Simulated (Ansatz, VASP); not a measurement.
**One calculation of Sb, two programs**

```xyz
1
Lattice="2.1798 -2.1911 0.0000 2.1798 2.1911 0.0000 0.0000 0.0000 3.1842" Properties=species:S:1:pos:R:3 pbc="T T T"
Sb    0.0000    0.0000    0.0000
```

Alike in both runs: functional PBE; k mesh 6 × 6 × 6; occupations gaussian, width 0.1 eV; no spin polarisation.

Ansatz relaxed the structure, and its values are those at the end. VASP's run is a single point on that final structure, the one shown.

```csv
,VASP,Ansatz
version,VASP 6.6.1,Ansatz 0.2.0
potentials or method,"VASP PAW PBE potentials, release 64 (Sb), cutoff 520 eV","scalar-relativistic, plane waves, PAW"
valence electrons in the cell,5,15
```

```tsv
	VASP	Ansatz	Ansatz less VASP
gap on the k mesh at the Fermi level (eV)	none	none	-
pressure (GPa)	0.0	0.0	+0.03
```

A gap of «none» marks a metal or a gap that the smearing closes. VASP's potentials hold 5 valence electrons a cell and Ansatz's 15, so a difference there can come from the potentials and not from the codes.

Neither program's run includes spin-orbit coupling.
